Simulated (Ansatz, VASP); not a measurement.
HgTe: VASP beside Ansatz

```
Hg Te
1.0
     0.00000    2.97238    2.97238
     2.97238    0.00000    2.97238
     2.97238    2.97238    0.00000
Hg Te
1 1
Cartesian
  0.0000 0.0000 0.0000
  2.9724 2.9724 2.9724
```

Alike in both runs: functional LDA; k mesh 12 × 12 × 12; occupations fermi-dirac, width 0.05 eV; no spin polarisation.

Ansatz relaxed the structure, and its values are those at the end. VASP's run is a single point on that final structure, the one shown.

|  | VASP | Ansatz |
| --- | --- | --- |
| version | VASP 6.6.1 | Ansatz 0.2.0 |
| potentials or method | VASP PAW LDA potentials, release 64 (Hg, Te) | PAW with Ansatz's default frozen-core files, scalar-relativistic |
| plane-wave cutoff (eV) | 520 | 420 |
| valence electrons in the cell | 18 | 36 |

Ansatz gave:

* pressure (GPa): 0.0

Problem. What did VASP give for the same quantities?

Solution. Pressure (GPa): 0.4.

LDA's correlation is that of Perdew and Zunger in VASP and of Perdew and Wang (1992) in Ansatz. VASP's potentials hold 18 valence electrons a cell and Ansatz's 36, so a difference there can come from the potentials and not from the codes.

Neither program's run includes spin-orbit coupling.
